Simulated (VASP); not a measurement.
# BP (I-4m2) in VASP: a series of runs

BP is run at these levels: r2SCAN; tasks: single point.

All numbers are computed with VASP 6.6.1; they aren't measurements. Logs are shortened: lines on timing, memory, paths and dates and some standing lists are left out, and cuts for length are marked.

### Step 1. The cell of the first run

It takes space group I-4m2 (No. 119, tetragonal). Conventional cell: a = 3.208 Å, b = 3.208 Å, c = 4.627 Å, α = 90.00°, β = 90.00°, γ = 90.00°. B (site symmetry -4m2) has 4 P at 1.98 Å within 2.6 Å. Within 2.6 Å of P (site symmetry -4m2) lie 4 B at 1.98 Å.

### Step 2. Single point, r2SCAN (strain +0.0200 x Voigt [0, 1, 0, 0, 0, 0])

File POSCAR:

```
BP
1.0
    0.0000000000      2.3136321505      2.2682668142
    2.2682668142      0.0000000000      2.2682668142
    2.2682668142      2.3136321505      0.0000000000
B P
1 1
Direct
    0.0000000000      0.0000000000      0.0000000000
    0.7500000000      0.7500000000      0.7500000000
```

File INCAR.step1:

```
SYSTEM = BP
PREC = Accurate ; ENCUT = 520
ISMEAR = 0 ; SIGMA = 0.05
LREAL = .False. ; LASPH = .True.
NELM = 80 ; NBANDS = 11
GGA = PE ; ALGO = Normal
EDIFF = 1E-4 ; LWAVE = .True.
LCHARG = .False.
```

File INCAR.step2:

```
SYSTEM = BP
PREC = Accurate ; ENCUT = 520
EDIFF = 1E-6 ; ISMEAR = 0
SIGMA = 0.05 ; LREAL = .False.
LASPH = .True. ; NELM = 80
ALGO = Normal ; ISIF = 2
LWAVE = .False. ; LCHARG = .True.
METAGGA = R2SCAN ; LMIXTAU = .True.
LELF = .True. ; LVHAR = .True.
NBANDS = 11 ; ISTART = 1
```

File KPOINTS:

```
Automatic mesh
0
Gamma
  10 10 10
  0 0 0
```

Potentials or basis: VASP PAW PBE potentials, release 64 (B, P).

Command:

```bash
> cat potpaw_PBE.64/B/POTCAR potpaw_PBE.64/P/POTCAR > POTCAR
> cp INCAR.step1 INCAR
> mpirun -np 1 vasp_std > vasp.out
> cp INCAR.step2 INCAR
> mpirun -np 1 vasp_std > vasp.out
```

OUTCAR:

```text
SYSTEM = BP
   PREC = Accurate
   ENCUT = 520
   EDIFF = 1E-6
   ISMEAR = 0
   LREAL = .False.
   LASPH = .True.
   NELM = 80
   ISIF = 2
   METAGGA = R2SCAN
   ISTART = 1

 ion  position               nearest neighbor table
   1  0.000  0.000  0.000-   2 1.98   2 1.98   2 1.98   2 1.98
   2  0.750  0.750  0.750-   1 1.98   1 1.98   1 1.98   1 1.98

  LATTYP: Found a body centered tetragonal cell.
 ALAT       =     3.2078136917
 C/A-ratio  =     1.4424978336

  Lattice vectors:

 A1 = (   0.0000000000,  -2.3136321505,   2.2682668142)
 A2 = (   0.0000000000,  -2.3136321505,  -2.2682668142)
 A3 = (   2.2682668142,   2.3136321505,   0.0000000000)

Analysis of symmetry for initial positions (statically):
=====================================================================
 Subroutine PRICEL returns:
 Original cell was already a primitive cell.

 Routine SETGRP: Setting up the symmetry group for a
 body centered tetragonal supercell.

 Subroutine GETGRP returns: Found  8 space group operations
 (whereof  8 operations were pure point group operations)
 out of a pool of 16 trial point group operations.

The static configuration has the point symmetry D_2d.

Analysis of symmetry for dynamics (positions and initial velocities):
=====================================================================
 Subroutine PRICEL returns:
 Original cell was already a primitive cell.

 Routine SETGRP: Setting up the symmetry group for a
 body centered tetragonal supercell.

 Subroutine GETGRP returns: Found  8 space group operations
 (whereof  8 operations were pure point group operations)
 out of a pool of 16 trial point group operations.

The dynamic configuration has the point symmetry D_2d.

 Subroutine INISYM returns: Found  8 space group operations
 (whereof  8 operations are pure point group operations),
 and found     1 'primitive' translations

----------------------------------------------------------------------------------------

                                     Primitive cell

  volume of cell :      23.8074

  direct lattice vectors                    reciprocal lattice vectors
     0.000000000  2.313632151  2.268266814    -0.220432621  0.216110413  0.220432621
     2.268266814  0.000000000  2.268266814     0.220432621 -0.216110413  0.220432621
     2.268266814  2.313632151  0.000000000     0.220432621  0.216110413 -0.220432621

  length of vectors
     3.240050627  3.207813692  3.240050627     0.379321489  0.379321489  0.379321489

  position of ions in fractional coordinates (direct lattice)
     0.000000000  0.000000000  0.000000000
     0.750000000  0.750000000  0.750000000

  ion indices of the primitive-cell ions
   primitive index   ion index
                 1           1
                 2           2

----------------------------------------------------------------------------------------

 KPOINTS: Automatic mesh

Automatic generation of k-mesh.
 Grid dimensions read from file:
 generate k-points for:   10   10   10

 Generating k-lattice:

  Cartesian coordinates                     Fractional coordinates (reciprocal lattice)
    -0.022043262  0.021611041  0.022043262     0.100000000  0.000000000  0.000000000
     0.022043262 -0.021611041  0.022043262     0.000000000  0.100000000  0.000000000
     0.022043262  0.021611041 -0.022043262     0.000000000  0.000000000  0.100000000

  Length of vectors
     0.037932149  0.037932149  0.037932149

  Shift w.r.t. Gamma in fractional coordinates (k-lattice)
     0.000000000  0.000000000  0.000000000

 Subroutine IBZKPT returns following result:
 ===========================================

 Found    102 irreducible k-points:

 Following reciprocal coordinates:
            Coordinates               Weight
  0.000000  0.000000  0.000000      1.000000
  0.100000  0.000000  0.000000      8.000000
  0.200000  0.000000  0.000000      8.000000
  0.300000  0.000000  0.000000      8.000000
  0.400000  0.000000  0.000000      8.000000
  0.500000  0.000000  0.000000      4.000000
[... 16 lines left out ...]
  0.300000  0.300000  0.000000      4.000000
  0.400000  0.300000  0.000000     16.000000
 [... further k-points ...]
   k-points           NKPTS =    102   k-points in BZ     NKDIM =    102   number of bands    NBANDS=     11
   number of dos      NEDOS =    301   number of ions     NIONS =      2
   total plane-waves  NPLWV =  13824
   dimension x,y,z NGX =    24 NGY =   24 NGZ =   24
   dimension x,y,z NGXF=    48 NGYF=   48 NGZF=   48
   ions per type =               1   1
   NGX,Y,Z   is equivalent  to a cutoff of  12.31, 12.44, 12.31 a.u.
   NGXF,Y,Z  is equivalent  to a cutoff of  24.63, 24.88, 24.63 a.u.
 SYSTEM =  BP
   PREC   = accura    normal or accurate (medium, high low for compatibility)
   ISTART =      1    job   : 0-new  1-cont  2-samecut
   ICHARG =      0    charge: 1-file 2-atom 10-const
   ISPIN  =      1    spin polarized calculation?
   LNONCOLLINEAR =      F non collinear calculations
   LSORBIT =      F    spin-orbit coupling
   LASPH  =      T    aspherical Exc in radial PAW
   ENCUT  =  520.0 eV  38.22 Ry    6.18 a.u.   6.02  5.96  6.02*2*pi/ulx,y,z
   NELM   =     80;   NELMIN=  2; NELMDL=  0     # of ELM steps
   EDIFF  = 0.1E-05   stopping-criterion for ELM
   LREAL  =      F    real-space projection
   EDIFFG = 0.1E-04   stopping-criterion for IOM
   NSW    =      0    number of steps for IOM
   IBRION =     -1    ionic relax: 0-MD 1-quasi-New 2-CG
   NFREE  =      0    steps in history (QN), initial steepest desc. (CG)
   ISIF   =      2    stress and relaxation
   ISYM   =      2    0-nonsym 1-usesym 2-fastsym
   POTIM  = 0.5000    time-step for ionic-motion
   TEBEG  =    0.0;   TEEND  =   0.0 temperature during run
   PSTRESS=    0.0 pullay stress
   NELECT =       8.0000    total number of electrons
   NUPDOWN=      -1.0000    fix difference up-down
   EMIN   =  10.00;   EMAX   =-10.00  energy-range for DOS
   EFERMI =   0.00;   METHOD = LEGACY
   ISMEAR =     0;   SIGMA  =   0.05  broadening in eV -4-tet -1-fermi 0-gaus
   EFERMI_NEDOS =   21; number of points for ismear=-14 and -15
   IALGO  =     38    algorithm
   IMIX   =      4    mixing-type and parameters
     AMIX     =   0.40;   BMIX     =  1.00
     AMIX_MAG =   1.60;   BMIX_MAG =  1.00
  volume/ion in A,a.u.               =      11.90        80.33
  Fermi-wavevector in a.u.,A,eV,Ry     =   1.138153  2.150797 17.624880  1.295392
  Thomas-Fermi vector in A             =   2.274858
   LORBIT       =      0    0 simple, 1 ext, 2 COOP (PROOUT), +10 PAW based schemes
   METAGGA = R2SCAN    functional components
   LHFCALC =     F    Hartree Fock is set to
   AEXX    =    0.0000 exact exchange contribution
   IVDW    =     0    specifies the selected vdW correction
   LEPSILON=     F    determine dielectric tensor
   LRPA    =     F    only Hartree local field effects (RPA)
 non-spin polarized calculation
 Gauss-broadening in eV      SIGMA  =   0.05
  energy-cutoff  :      520.00
  volume of cell :       23.81
 maximum number of plane-waves:       653
   NGX = 13   NGY = 11   NGZ = 13

 number of electron       8.0000000 magnetization

 Free energy of the ion-electron system (eV)
  ---------------------------------------------------
  ext. energy  EPLUGINS =         0.00000000
  ---------------------------------------------------
  free energy    TOTEN  =       -17.29980590 eV

  energy without entropy =      -17.29980590  energy(sigma->0) =      -17.29980590

 E-fermi :   7.5453     XC(G=0): -11.4161

 val. band max:        7.2365336809   @ k =   0.0000   0.0000   0.0000
 cond. band min:       8.5512960031   @ k =   0.4000   0.4000   0.0000
 fundamental gap:      1.3147623222
 Fermi energy:         7.5452672477

 k-point     1 :       0.0000    0.0000    0.0000
  band No.  band energies     occupation
      1      -8.9198      2.00000
      2       7.0271      2.00000
      3       7.2365      2.00000
      4       7.2365      2.00000
      5      10.7412      0.00000
      6      10.7412      0.00000
      7      10.8625      0.00000
      8      14.8688      0.00000
      9      19.4178      0.00000
     10      19.4964      0.00000
     11      20.0319      0.00000

 k-point     2 :       0.1000    0.0000    0.0000
  band No.  band energies     occupation
      1      -8.7333      2.00000
      2       5.8047      2.00000
      3       6.7895      2.00000
      4       6.9371      2.00000
      5      11.1570      0.00000
      6      11.1730      0.00000
      7      11.3355      0.00000
      8      15.4299      0.00000
      9      18.8653      0.00000
     10      19.3226      0.00000
     11      20.0136      0.00000

 k-point     3 :       0.2000    0.0000    0.0000
  band No.  band energies     occupation
      1      -8.1812      2.00000
      2       3.3753      2.00000
      3       6.1827      2.00000
      4       6.3706      2.00000
      5      11.4236      0.00000
      6      11.9617      0.00000
      7      12.0051      0.00000
      8      16.7350      0.00000
      9      18.3740      0.00000
     10      18.6377      0.00000
     11      20.8790      0.00000

 k-point     4 :       0.3000    0.0000    0.0000
  band No.  band energies     occupation
      1      -7.2957      2.00000
      2       0.9283      2.00000
      3       5.6492      2.00000
      4       5.8771      2.00000
      5      11.3184      0.00000
      6      12.3069      0.00000
      7      12.3763      0.00000
      8      17.8039      0.00000
      9      19.1072      0.00000
     10      19.1332      0.00000
     11      21.0928      0.00000

 k-point     5 :       0.4000    0.0000    0.0000
  band No.  band energies     occupation
      1      -6.1980      2.00000
      2      -1.1601      2.00000
      3       5.3080      2.00000
      4       5.5655      2.00000
      5      11.1815      0.00000
      6      12.2246      0.00000
      7      12.3503      0.00000
      8      18.0523      0.00000
      9      20.8226      0.00000
     10      20.9564      0.00000
     11      22.0573      0.00000
[... 211 lines left out ...]
 k-point    21 :      -0.3000    0.2000   -0.0000
  band No.  band energies     occupation
      1      -5.9754      2.00000
      2      -0.0780      2.00000
      3       2.4031      2.00000
      4       5.0894      2.00000
      5      11.2809      0.00000
      6      13.6225      0.00000
      7      14.5824      0.00000
      8      17.0710      0.00000
      9      18.0759      0.00000
     10      20.4450      0.00000
     11      25.0299      0.00000

 k-point    22 :      -0.2000    0.2000   -0.0000
  band No.  band energies     occupation
      1      -7.0043      2.00000
      2       1.7006      2.00000
      3       2.9186      2.00000
      4       5.7934      2.00000
      5      11.8725      0.00000
      6      12.7881      0.00000
      7      14.0109      0.00000
      8      16.0269      0.00000
      9      17.1172      0.00000
     10      21.4993      0.00000
     11      23.6853      0.00000

 k-point    23 :       0.3000    0.3000    0.0000
  band No.  band energies     occupation
      1      -6.7020      2.00000
      2       2.1503      2.00000
      3       3.7331      2.00000
      4       3.7966      2.00000
      5       8.8367      0.00000
      6      11.3992      0.00000
      7      16.2925      0.00000
      8      16.7845      0.00000
      9      20.9320      0.00000
     10      22.0731      0.00000
     11      24.6394      0.00000

 k-point    24 :       0.4000    0.3000    0.0000
  band No.  band energies     occupation
      1      -5.8393      2.00000
      2       0.7393      2.00000
      3       2.9549      2.00000
      4       3.4542      2.00000
      5       9.1362      0.00000
      6      11.0585      0.00000
      7      16.9153      0.00000
      8      17.4530      0.00000
      9      21.9867      0.00000
     10      23.0899      0.00000
     11      25.0813      0.00000

 [... further k-points ...]
[... 5 lines left out ...]
  --------------------------------------------------------------------------------------
  -------------------------------------------------------------------------------------
  Total       -0.2675150     -1.1252626     -0.2675150      0.0000000      0.0000000      0.0000000
  in kB      -18.0030527    -75.7271997    -18.0030527      0.0000000      0.0000000      0.0000000
  external PRESSURE =     -37.2444350 kB  Pullay stress =       0.0000000 kB

 VOLUME and BASIS-vectors are now :
 -----------------------------------------------------------------------------
  energy-cutoff  :      520.00
  volume of cell :       23.81
      direct lattice vectors                 reciprocal lattice vectors
     0.000000000  2.313632151  2.268266814    -0.220432621  0.216110413  0.220432621
     2.268266814  0.000000000  2.268266814     0.220432621 -0.216110413  0.220432621
     2.268266814  2.313632151  0.000000000     0.220432621  0.216110413 -0.220432621

 POSITION                                       TOTAL-FORCE (eV/Angst)
 -----------------------------------------------------------------------------------
      0.00000      0.00000      0.00000        -0.000000      0.000000     -0.000000
      3.40240      3.47045      3.40240         0.000000      0.000000      0.000000
 -----------------------------------------------------------------------------------
    total drift:                               -0.000000     -0.000000     -0.000000

  FREE ENERGIE OF THE ION-ELECTRON SYSTEM (eV)
  ---------------------------------------------------
  free  energy   TOTEN  =       -17.2998059025 eV

  energy  without entropy=      -17.2998059025  energy(sigma->0) =      -17.29980590
```

Run time: 29 s. Hardware: 1 thread of Intel Xeon 6975P-C (Granite Rapids), shared host; peak memory 0.15 GiB.

Results:

- Free energy: -17.2998 eV
- Pressure: -3.7 GPa
- Band gap on the k mesh: 1.31 eV, indirect (least direct gap 3.50 eV)

Stress tensor (GPa, compression positive):
```
-1.80  0.00  0.00
 0.00 -7.57  0.00
 0.00  0.00 -1.80
```

Caveat: the cell differs from its parent crystal (strain +0.0200 x Voigt [0, 1, 0, 0, 0, 0]); the PAW data sets were made with another functional, which shifts forces and pressure a little. A k mesh can miss the band edges.

(Continued in part 2 of 2.)
